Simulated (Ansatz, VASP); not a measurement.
**Two plane-wave programs on Zn**

INCAR

```
ALGO     = Fast           # electronic algorithm
EDIFF    = 1E-6           # SCF threshold, eV
ENCUT    = 520            # plane-wave cutoff, eV
GGA      = PS             # functional
ISIF     = 2              # what is computed and relaxed
ISMEAR   = 0              # smearing method
LASPH    = True           # aspherical terms in the spheres
LCHARG   = False          # write CHGCAR
LREAL    = False          # projectors in reciprocal space
LWAVE    = False          # write WAVECAR
NBANDS   = 12             # bands
NELM     = 60             # most SCF steps
PREC     = Accurate       # precision mode
SIGMA    = 0.15           # smearing width, eV
```

The input KPOINTS:

```
k-points
0
Gamma
  22 22 22
```

The input POSCAR:

```
Zn
1.0
   -1.5651144075      1.5651144075      1.5690370000
    1.5651144075     -1.5651144075      1.5690370000
    1.5729595925      1.5729595925     -1.5690370000
Zn
1
Direct
    0.0000000000      0.0000000000      0.0000000000
```

Input for Ansatz:

```yaml
crystal:
  lattice:
    - [-1.5651144075, 1.5651144075, 1.569037]
    - [1.5651144075, -1.5651144075, 1.569037]
    - [1.5729595925, 1.5729595925, -1.569037]
  atoms:
    - { symbol: Zn, position: [0.0, 0.0, 0.0] }
basis:
  ecutwfc: 420
kpoints:
  mp_grid: { grid: [22, 22, 22] }
hamiltonian:
  xc: pbesol
scf:
  occupations: { method: gaussian, width: 0.15 }
output:
  forces: true
  stress: true
  eigenvalues: true
```

Change from the starting cell: strain +0.0050 x Voigt [0, 0, 0, 0, 0, 1], atoms carried along.

Alike in both runs: task single point; functional PBEsol; k mesh 22 × 22 × 22; occupations gaussian, width 0.15 eV; no spin polarisation.

|  | VASP | Ansatz |
| --- | --- | --- |
| version | VASP 6.6.1 | Ansatz 0.2.0 |
| potentials or method | VASP PAW PBE potentials, release 64 (Zn), cutoff 520 eV | scalar-relativistic, plane waves, PAW |
| valence electrons in the cell | 12 | 12 |

|  | VASP | Ansatz | Ansatz less VASP |
| --- | --- | --- | --- |
| gap on the k mesh at the Fermi level (eV) | none | none | - |
| pressure (GPa) | -4.7 | -5.1 | -0.34 |

VASP's potentials were made for PBE, not for PBEsol. A gap of «none» marks a metal or a gap that the smearing closes. The functional is the same, so the differences come from potentials, cutoffs and numerics.
